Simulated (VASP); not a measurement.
**PbS (Galena): relaxation of cell and atoms with PBEsol**

PbS (Galena):

```
Pb S
1.0
     0.00000    2.96575    2.96575
     2.96575    0.00000    2.96575
     2.96575    2.96575    0.00000
Pb S
1 1
Direct
  0.00000 0.00000 0.00000
  0.50000 0.50000 0.50000
```

```yaml
Program: VASP 6.6.1
Task: relaxation of cell and atoms
Functional: PBEsol
Potentials_or_basis: VASP PAW PBE potentials, release 64 (Pb_d, S)
Cutoff: 600 eV
k_mesh: 8 × 8 × 8
Occupations: fermi-dirac, width 0.05 eV
Spin: no spin polarisation
Target_pressure: 20 GPa
Dipole_correction: no
Further_INCAR_settings: ALGO = Normal; EDIFF = 1e-07; IBRION = 2; EDIFFG = -0.01; NSW = 80; ISIF = 3
```

```json
{"Relaxed volume": "20.74 Å³/atom", "Relaxed cell": "a = 3.886 Å, b = 3.886 Å, c = 3.886 Å, α = 60.00°, β = 60.00°, γ = 60.00°", "Space group after relaxing (to 0.05 Å)": "Fm-3m (No. 225)", "Energy change on relaxing (the enthalpy is what falls)": "+254.7 meV/atom", "Ionic steps": "5", "Pressure after relaxing": "20.0 GPa", "Band gap on the k mesh": "0.87 eV, indirect (least direct gap 0.90 eV)"}
```

The path:
```csv
step,energy change (eV),largest force (eV/Å),pressure (GPa),volume (Å³)
1,0.0000,0.0000,-0.85,52.17
2,3.8293,0.0000,90.88,30.51
3,0.4110,0.0000,17.36,42.34
4,0.4845,0.0000,19.35,41.69
5,0.5094,0.0000,20.00,41.49
```

Final structure:
```
CELL_PARAMETERS angstrom
0.00000 2.74771 2.74771
2.74771 0.00000 2.74771
2.74771 2.74771 0.00000
ATOMIC_POSITIONS crystal
Pb 0.00000 0.00000 0.00000
S 0.50000 0.50000 0.50000
```

Levels at points of the mesh, in eV from the valence-band top:
| k point | band 6 | band 7 | band 8 | band 9 | band 10 | band 11 | band 12 | band 13 | band 14 |
| --- | --- | --- | --- | --- | --- | --- | --- | --- | --- |
| (0.00, 0.00, 0.00) | -15.55 | -5.10 | -2.99 | -2.99 | -2.99 | 6.30 | 6.30 | 6.30 | 6.44 |
| (0.50, 0.00, 0.00) | -13.62 | -10.11 | -2.32 | -2.32 | 0.00 | 0.90 | 1.68 | 1.68 | 9.21 |
| (0.50, 0.50, 0.00) | -12.55 | -7.24 | -7.02 | -4.69 | -4.69 | 3.07 | 6.76 | 7.02 | 7.02 |

Run time: 2.6 min on 1 thread of Intel Xeon 6975P-C, on a shared host, peak memory 0.23 GiB.

Caveat: the cell is relaxed towards a set pressure, so the enthalpy falls and the energy may rise; the volume moved by over 15 % at a fixed basis, so the end points are rough; the PAW data sets were made with another functional, which shifts forces and pressure a little; spin-orbit coupling is left out, which moves the levels of the heavy elements. A k mesh can miss the band edges.
